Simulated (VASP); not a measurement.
# AsP2 (I4/mmm) in VASP: a series of runs

Runs on AsP2. Level: PBE. Tasks: single point, relaxation of cell and atoms.

All numbers are computed with VASP 6.6.1; they aren't measurements. Logs are shortened: lines on timing, memory, paths and dates and some standing lists are left out, and cuts for length are marked.

## (1) The cell of the first run

Symmetry: I4/mmm, No. 139, tetragonal system. Conventional cell: a = 3.553 Å, b = 3.553 Å, c = 9.842 Å, α = 90.00°, β = 90.00°, γ = 90.00°. Within 2.8 Å of P (site symmetry 4mm) lie 1 P at 2.14 Å and 4 As at 2.73 Å. As (site symmetry 4/mmm) has 8 P at 2.73 Å and 4 As at 3.55 Å within 3.6 Å.

## (2) Single point, PBE

Contents of INCAR:

```
SYSTEM = AsP2
  PREC = Accurate
  ENCUT = 500
  EDIFF = 1E-6
  ISMEAR = 0
  SIGMA = 0.1
  LREAL = .False.
  LASPH = .True.
  NELM = 120
  ALGO = Normal
  ISIF = 2
  LWAVE = .False.
  LCHARG = .False.
  GGA = PE
  NBANDS = 14
  GGA_COMPAT = .False.
```

Contents of KPOINTS:

```
regular mesh
0
Gamma
  6 6 6
  0 0 0
```

Contents of POSCAR:

```
AsP2
1.0
   -1.7765189252      1.7765189252      4.9208013340
    1.7765189252     -1.7765189252      4.9208013340
    1.7765189252      1.7765189252     -4.9208013340
P As
2 1
Direct
    0.6087777553      0.6087777553      0.0000000000
    0.3912222447      0.3912222447      0.0000000000
    0.0000000000      0.0000000000      0.0000000000
```

Potentials or basis: VASP PAW PBE potentials, release 64 (P, As).

The run is started by

```bash
cat potpaw_PBE.64/P/POTCAR potpaw_PBE.64/As/POTCAR > POTCAR
mpirun -np 1 vasp_std > vasp.out
```

OUTCAR:

```text
SYSTEM = AsP2
   PREC = Accurate
   ENCUT = 500
   EDIFF = 1E-6
   ISMEAR = 0
   LREAL = .False.
   LASPH = .True.
   NELM = 120
   ISIF = 2
   GGA = PE

 ion  position               nearest neighbor table
   1  0.609  0.609  0.000-   2 2.14   3 2.73   3 2.73   3 2.73   3 2.73
   2  0.391  0.391  0.000-   1 2.14   3 2.73   3 2.73   3 2.73   3 2.73
   3  0.000  0.000  0.000-   1 2.73   1 2.73   1 2.73   2 2.73   1 2.73   2 2.73   2 2.73   2 2.73

  LATTYP: Found a body centered tetragonal cell.
 ALAT       =     3.5530378504
 C/A-ratio  =     2.7699121378

  Lattice vectors:

 A1 = (  -1.7765189252,   1.7765189252,   4.9208013340)
 A2 = (   1.7765189252,  -1.7765189252,   4.9208013340)
 A3 = (   1.7765189252,   1.7765189252,  -4.9208013340)

Analysis of symmetry for initial positions (statically):
=====================================================================
 Subroutine PRICEL returns:
 Original cell was already a primitive cell.

 Routine SETGRP: Setting up the symmetry group for a
 body centered tetragonal supercell.

 Subroutine GETGRP returns: Found 16 space group operations
 (whereof 16 operations were pure point group operations)
 out of a pool of 16 trial point group operations.

The static configuration has the point symmetry D_4h.

Analysis of symmetry for dynamics (positions and initial velocities):
=====================================================================
 Subroutine PRICEL returns:
 Original cell was already a primitive cell.

 Routine SETGRP: Setting up the symmetry group for a
 body centered tetragonal supercell.

 Subroutine GETGRP returns: Found 16 space group operations
 (whereof 16 operations were pure point group operations)
 out of a pool of 16 trial point group operations.

The dynamic configuration has the point symmetry D_4h.

 Subroutine INISYM returns: Found 16 space group operations
 (whereof 16 operations are pure point group operations),
 and found     1 'primitive' translations

----------------------------------------------------------------------------------------

                                     Primitive cell

  volume of cell :      62.1206

  direct lattice vectors                    reciprocal lattice vectors
    -1.776518925  1.776518925  4.920801334     0.000000000  0.281449296  0.101609467
     1.776518925 -1.776518925  4.920801334     0.281449296  0.000000000  0.101609467
     1.776518925  1.776518925 -4.920801334     0.281449296  0.281449296  0.000000000

  length of vectors
     5.525063326  5.525063326  5.525063326     0.299229326  0.299229326  0.398029411

  position of ions in fractional coordinates (direct lattice)
     0.608777755  0.608777755  0.000000000
     0.391222245  0.391222245  0.000000000
     0.000000000  0.000000000  0.000000000

  ion indices of the primitive-cell ions
   primitive index   ion index
                 1           1
                 2           2
                 3           3

----------------------------------------------------------------------------------------

 KPOINTS: regular mesh

Automatic generation of k-mesh.
 Grid dimensions read from file:
 generate k-points for:    6    6    6

 Generating k-lattice:

  Cartesian coordinates                     Fractional coordinates (reciprocal lattice)
     0.000000000  0.046908216  0.016934911     0.166666667  0.000000000 -0.000000000
     0.046908216  0.000000000  0.016934911     0.000000000  0.166666667 -0.000000000
     0.046908216  0.046908216  0.000000000     0.000000000  0.000000000  0.166666667

  Length of vectors
     0.049871554  0.049871554  0.066338235

  Shift w.r.t. Gamma in fractional coordinates (k-lattice)
     0.000000000  0.000000000  0.000000000

 Subroutine IBZKPT returns following result:
 ===========================================

 Found     30 irreducible k-points:

 Following reciprocal coordinates:
            Coordinates               Weight
  0.000000  0.000000  0.000000      1.000000
  0.166667  0.000000 -0.000000      8.000000
  0.333333  0.000000  0.000000      8.000000
  0.500000  0.000000  0.000000      4.000000
  0.166667  0.166667 -0.000000      8.000000
  0.333333  0.166667  0.000000     16.000000
[... 16 lines left out ...]
 -0.333333 -0.333333  0.166667      8.000000
 -0.166667 -0.333333  0.166667      8.000000
 [... further k-points ...]
   k-points           NKPTS =     30   k-points in BZ     NKDIM =     30   number of bands    NBANDS=     14
   number of dos      NEDOS =    301   number of ions     NIONS =      3
   total plane-waves  NPLWV =  64000
   dimension x,y,z NGX =    40 NGY =   40 NGZ =   40
   dimension x,y,z NGXF=    80 NGYF=   80 NGZF=   80
   ions per type =               2   1
   NGX,Y,Z   is equivalent  to a cutoff of  12.04, 12.04, 12.04 a.u.
   NGXF,Y,Z  is equivalent  to a cutoff of  24.07, 24.07, 24.07 a.u.
 SYSTEM =  AsP2
   PREC   = accura    normal or accurate (medium, high low for compatibility)
   ISTART =      0    job   : 0-new  1-cont  2-samecut
   ICHARG =      2    charge: 1-file 2-atom 10-const
   ISPIN  =      1    spin polarized calculation?
   LNONCOLLINEAR =      F non collinear calculations
   LSORBIT =      F    spin-orbit coupling
   LASPH  =      T    aspherical Exc in radial PAW
   ENCUT  =  500.0 eV  36.75 Ry    6.06 a.u.  10.07 10.07 10.07*2*pi/ulx,y,z
   NELM   =    120;   NELMIN=  2; NELMDL= -5     # of ELM steps
   EDIFF  = 0.1E-05   stopping-criterion for ELM
   LREAL  =      F    real-space projection
   EDIFFG = 0.1E-04   stopping-criterion for IOM
   NSW    =      0    number of steps for IOM
   IBRION =     -1    ionic relax: 0-MD 1-quasi-New 2-CG
   NFREE  =      0    steps in history (QN), initial steepest desc. (CG)
   ISIF   =      2    stress and relaxation
   ISYM   =      2    0-nonsym 1-usesym 2-fastsym
   POTIM  = 0.5000    time-step for ionic-motion
   TEBEG  =    0.0;   TEEND  =   0.0 temperature during run
   PSTRESS=    0.0 pullay stress
   NELECT =      15.0000    total number of electrons
   NUPDOWN=      -1.0000    fix difference up-down
   EMIN   =  10.00;   EMAX   =-10.00  energy-range for DOS
   EFERMI =   0.00;   METHOD = LEGACY
   ISMEAR =     0;   SIGMA  =   0.10  broadening in eV -4-tet -1-fermi 0-gaus
   EFERMI_NEDOS =   21; number of points for ismear=-14 and -15
   IALGO  =     38    algorithm
   IMIX   =      4    mixing-type and parameters
     AMIX     =   0.40;   BMIX     =  1.00
     AMIX_MAG =   1.60;   BMIX_MAG =  1.00
  volume/ion in A,a.u.               =      20.71       139.74
  Fermi-wavevector in a.u.,A,eV,Ry     =   1.019436  1.926455 14.139859  1.039250
  Thomas-Fermi vector in A             =   2.152950
   LORBIT       =      0    0 simple, 1 ext, 2 COOP (PROOUT), +10 PAW based schemes
   GGA     = PE    functional components
   LHFCALC =     F    Hartree Fock is set to
   AEXX    =    0.0000 exact exchange contribution
   IVDW    =     0    specifies the selected vdW correction
   LEPSILON=     F    determine dielectric tensor
   LRPA    =     F    only Hartree local field effects (RPA)
 non-spin polarized calculation
 Gauss-broadening in eV      SIGMA  =   0.10
  energy-cutoff  :      500.00
  volume of cell :       62.12
 maximum number of plane-waves:      1602
   NGX = 21   NGY = 21   NGZ = 21

 number of electron      14.9999999 magnetization

 Free energy of the ion-electron system (eV)
  ---------------------------------------------------
  ext. energy  EPLUGINS =         0.00000000
  ---------------------------------------------------
  free energy    TOTEN  =       -14.05371092 eV

  energy without entropy =      -14.05210175  energy(sigma->0) =      -14.05290633

 E-fermi :   5.4648     XC(G=0):  -9.7548

 val. band max:        5.3255839308   @ k =  -0.1667   0.3333   0.1667
 cond. band min:       5.4786087694   @ k =  -0.1667  -0.1667   0.1667
 fundamental gap:      0.1530248386
 Fermi energy:         5.4648359505

 k-point     1 :       0.0000    0.0000    0.0000
  band No.  band energies     occupation
      1      -9.8477      2.00000
      2      -3.3523      2.00000
      3      -1.7890      2.00000
      4       0.5596      2.00000
      5       1.6254      2.00000
      6       1.6254      2.00000
      7       5.2967      1.98261
      8       6.0973      0.00000
      9       6.0973      0.00000
     10       8.4224      0.00000
     11      10.3831      0.00000
     12      10.3831      0.00000
     13      12.0304      0.00000
     14      12.3023      0.00000

 k-point     2 :       0.1667    0.0000   -0.0000
  band No.  band energies     occupation
      1      -9.5467      2.00000
      2      -3.2658      2.00000
      3      -2.9429      2.00000
      4       0.6941      2.00000
      5       1.9162      2.00000
      6       2.5436      2.00000
      7       3.5591      2.00000
      8       6.3207      0.00000
      9       7.4225      0.00000
     10       8.7997      0.00000
     11       9.0144      0.00000
     12       9.8767      0.00000
     13      11.4182      0.00000
     14      13.1704      0.00000

 k-point     3 :       0.3333    0.0000    0.0000
  band No.  band energies     occupation
      1      -8.6740      2.00000
      2      -5.0225      2.00000
      3      -2.9918      2.00000
      4       1.2309      2.00000
      5       2.2290      2.00000
      6       2.7639      2.00000
      7       3.7817      2.00000
      8       6.4838      0.00000
      9       6.8508      0.00000
     10       6.9383      0.00000
     11       8.5535      0.00000
     12       9.6913      0.00000
     13      12.4985      0.00000
     14      13.0015      0.00000

 k-point     4 :       0.5000    0.0000    0.0000
  band No.  band energies     occupation
      1      -7.6905      2.00000
      2      -6.4725      2.00000
      3      -2.7833      2.00000
      4       0.7364      2.00000
      5       2.8250      2.00000
      6       3.7185      2.00000
      7       4.8199      2.00000
      8       4.9972      2.00000
      9       5.3096      1.97182
     10       7.1794      0.00000
     11       8.2058      0.00000
     12       9.7930      0.00000
     13      11.7405      0.00000
     14      13.6461      0.00000

 k-point     5 :       0.1667    0.1667   -0.0000
  band No.  band energies     occupation
      1      -9.2313      2.00000
      2      -3.4337      2.00000
      3      -3.3033      2.00000
      4       0.4363      2.00000
      5       1.3302      2.00000
      6       3.4559      2.00000
      7       4.4498      2.00000
      8       5.2456      1.99807
      9       6.3585      0.00000
     10       8.5085      0.00000
     11      10.1808      0.00000
[... 276 lines left out ...]
 k-point    22 :      -0.1667    0.5000    0.1667
  band No.  band energies     occupation
      1      -8.5919      2.00000
      2      -5.0948      2.00000
      3      -3.4428      2.00000
      4       1.8285      2.00000
      5       2.6846      2.00000
      6       2.9526      2.00000
      7       3.6452      2.00000
      8       6.5487      0.00000
      9       6.7797      0.00000
     10       7.1102      0.00000
     11       8.1158      0.00000
     12       9.6569      0.00000
     13      11.7239      0.00000
     14      12.7763      0.00000

 k-point    23 :      -0.3333   -0.3333    0.1667
  band No.  band energies     occupation
      1      -9.1455      2.00000
      2      -3.8640      2.00000
      3      -3.4811      2.00000
      4       0.3410      2.00000
      5       2.4314      2.00000
      6       3.9605      2.00000
      7       4.3944      2.00000
      8       5.7683      0.00002
      9       6.3993      0.00000
     10       7.9437      0.00000
     11       9.6630      0.00000
     12       9.9171      0.00000
     13      10.4939      0.00000
     14      12.2338      0.00000

 k-point    24 :      -0.1667   -0.3333    0.1667
  band No.  band energies     occupation
      1      -9.4741      2.00000
      2      -3.8352      2.00000
      3      -2.9858      2.00000
      4       1.6485      2.00000
      5       1.8419      2.00000
      6       2.5243      2.00000
      7       4.0173      2.00000
      8       6.6401      0.00000
      9       7.5474      0.00000
     10       8.8084      0.00000
     11       8.8614      0.00000
     12       9.6031      0.00000
     13      10.0267      0.00000
     14      13.3592      0.00000

 [... further k-points ...]

------------------------ aborting loop because EDIFF is reached ----------------------------------------

  FORCE on cell =-STRESS in cart. coord.  units (eV):
  Direction    XX          YY          ZZ          XY          YZ          ZX
  --------------------------------------------------------------------------------------
  -------------------------------------------------------------------------------------
  Total       -0.0206763     -0.0206763     -0.0012028      0.0000000      0.0000000      0.0000000
  in kB       -0.5332718     -0.5332718     -0.0310229      0.0000000      0.0000000      0.0000000
  external PRESSURE =      -0.3658555 kB  Pullay stress =       0.0000000 kB

 VOLUME and BASIS-vectors are now :
 -----------------------------------------------------------------------------
  energy-cutoff  :      500.00
  volume of cell :       62.12
      direct lattice vectors                 reciprocal lattice vectors
    -1.776518925  1.776518925  4.920801334     0.000000000  0.281449296  0.101609467
     1.776518925 -1.776518925  4.920801334     0.281449296  0.000000000  0.101609467
     1.776518925  1.776518925 -4.920801334     0.281449296  0.281449296  0.000000000

 POSITION                                       TOTAL-FORCE (eV/Angst)
 -----------------------------------------------------------------------------------
      0.00000      0.00000      5.99135        -0.000000     -0.000000     -0.048258
      0.00000      0.00000      3.85025         0.000000      0.000000      0.048258
      0.00000      0.00000      0.00000         0.000000      0.000000      0.000000
 -----------------------------------------------------------------------------------
    total drift:                               -0.000000     -0.000000      0.000000

  FREE ENERGIE OF THE ION-ELECTRON SYSTEM (eV)
  ---------------------------------------------------
  free  energy   TOTEN  =       -14.0537109181 eV

  energy  without entropy=      -14.0521017505  energy(sigma->0) =      -14.05290633
```

Wall time 47 s (1 thread of Oxide Virtual Turin-like, shared host); peak memory 0.2 GiB.

What came out:

* Free energy: -14.0537 eV
* Pressure: 0.0 GPa
* Largest force: 0.048 eV/Å
* Band gap on the k mesh: zero (an odd number of electrons rules out a gap without spin polarisation)

Forces on the atoms (eV/Å):
```
P    0.000  0.000 -0.048
P    0.000  0.000  0.048
As   0.000  0.000  0.000
```

Caveat: an odd number of electrons without spin polarisation forces a metal; a magnetic or distorted state may lie lower.

[end of part 1 of 2]

The gap in the log of VASP goes by the Fermi energy; the results here count the filled bands.